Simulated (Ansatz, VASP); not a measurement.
## GaSb in VASP and in Ansatz

INCAR

```
SYSTEM = GaSb
PREC = Accurate
ENCUT = 520
EDIFF = 1E-6
ISMEAR = -1
SIGMA = 0.05
LREAL = .False.
LASPH = .True.
NELM = 100
ALGO = Normal
ISIF = 2
LWAVE = .False.
LCHARG = .True.
GGA = RP
IVDW = 12
LELF = .True.
LVHAR = .True.
NBANDS = 16
```

Contents of KPOINTS:

```
regular mesh
0
Gamma
  8 8 8
  0 0 0
```

Contents of POSCAR:

```
GaSb
1.0
    0.0000000000      3.1189956238      3.1189956238
    3.1189956238      0.0000000000      3.1189956238
    3.1189956238      3.1189956238      0.0000000000
Sb Ga
1 1
Direct
    0.7500000000      0.7500000000      0.7500000000
    0.0000000000      0.0000000000      0.0000000000
```

input.yaml

```yaml
crystal:
  lattice:
    - [0.0, 3.1189956238, 3.1189956238]
    - [3.1189956238, 0.0, 3.1189956238]
    - [3.1189956238, 3.1189956238, 0.0]
  atoms:
    - { symbol: Sb, position: [0.75, 0.75, 0.75] }
    - { symbol: Ga, position: [0.0, 0.0, 0.0] }
hamiltonian:
  xc: rpbe
  pseudopotentials: { kind: paw }
  dispersion: d3bj
kpoints:
  mp_grid: { grid: [8, 8, 8] }
scf:
  occupations: { method: fermi_dirac, width: 0.05 }
output:
  forces: true
  stress: true
  eigenvalues: true
  write_density: true
  write_potential: true
  elf: true
  volumetric_format: npy
```

Alike in both runs: task single point; functional RPBE; dispersion D3(BJ); k mesh 8 × 8 × 8; occupations fermi-dirac, width 0.05 eV; no spin polarisation.

|  | VASP | Ansatz |
| --- | --- | --- |
| version | VASP 6.6.1 | Ansatz 0.2.0 |
| potentials or method | VASP PAW PBE potentials, release 64 (Sb, Ga_d) | Ansatz PAW |
| plane-wave cutoff (eV) | 520 | 420 |
| valence electrons in the cell | 18 | 28 |

|  | VASP | Ansatz | Ansatz less VASP |
| --- | --- | --- | --- |
| gap on the k mesh at the Fermi level (eV) | none | none | - |
| pressure (GPa) | -7.5 | -7.5 | -0.05 |

VASP's potentials were made for PBE, not for RPBE. A gap of «none» marks a metal or a gap that the smearing closes. VASP's potentials hold 18 valence electrons a cell and Ansatz's 28, so a difference there can come from the potentials and not from the codes.

Spin-orbit coupling is off throughout.
